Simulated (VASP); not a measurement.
Here is a VASP 6.6.1 calculation.

The input INCAR:

```
SYSTEM = Al16Si
  ALGO = Normal
  EDIFF = 1E-7
  ENCUT = 520
  ISIF = 2
  ISMEAR = 0
  LASPH = .True.
  LCHARG = .False.
  LREAL = Auto
  LWAVE = .False.
  NBANDS = 40
  NELM = 60
  PREC = Accurate
  SIGMA = 0.05
```

The input KPOINTS:

```
k-points
0
Gamma
  4 4 1
  0 0 0
```

POSCAR

```
Al16Si
1.0
    5.7275650000      0.0000000000      0.0000000000
    2.8637820000      4.9602170000      0.0000000000
    0.0000000000      0.0000000000     19.0148060000
Al Si
16 1
Direct
    0.0000000000      0.0000000000      0.0525905970
    0.5000000873      0.0000000000      0.0525905970
   -0.0000000504      0.5000001008      0.0525905970
    0.5000000369      0.5000001008      0.0525905970
    0.1622546033      0.1721325902      0.1708324029
    0.6664445736      0.1719779598      0.1707997442
    0.1660789898      0.6682564493      0.1722074367
    0.6679727452      0.6648287766      0.1716383538
   -0.1704973081      0.3417356539      0.2877510294
    0.3317790986      0.3374878559      0.2851082993
   -0.1762995348      0.8456918316      0.2890318208
    0.3312789776      0.8457285236      0.2891281668
   -0.0144143355      0.0296698713      0.4109154203
    0.5166587961     -0.0321870999      0.4119535061
    0.0278232171      0.5081904683      0.4019305272
    0.4646745932      0.5073560290      0.4021407844
    0.7553053574      0.4903178631      0.4936728253
```

Potentials or basis: VASP PAW LDA potentials, release 64 (Al, Si).

Run with:

```console
$ cat potpaw_LDA.64/Al/POTCAR potpaw_LDA.64/Si/POTCAR > POTCAR
$ mpirun -np 1 vasp_std > vasp.out
```

**Question.** Estimate the largest force.

**Answer.** 0.186 eV/Å.

**Question.** What does it give for the band gap on the k mesh?

**Answer.** Zero (band 26 reaches 2.15 eV, above the bottom of band 27 at 1.55 eV).

Forces on the atoms (eV/Å):
```
Al   0.002  0.034  0.062
Al   0.002 -0.125  0.055
Al  -0.163  0.058 -0.066
Al   0.165  0.058 -0.065
Al  -0.005  0.003  0.000
Al   0.004  0.007  0.000
Al   0.003  0.007  0.002
Al  -0.004  0.003  0.002
Al  -0.002 -0.001  0.003
Al  -0.001  0.006 -0.007
Al   0.006  0.020  0.000
Al  -0.007  0.015  0.000
Al   0.003  0.008  0.023
Al  -0.007 -0.014  0.005
Al  -0.001  0.033 -0.003
Al   0.004  0.043 -0.012
Si   0.003 -0.156  0.000
```
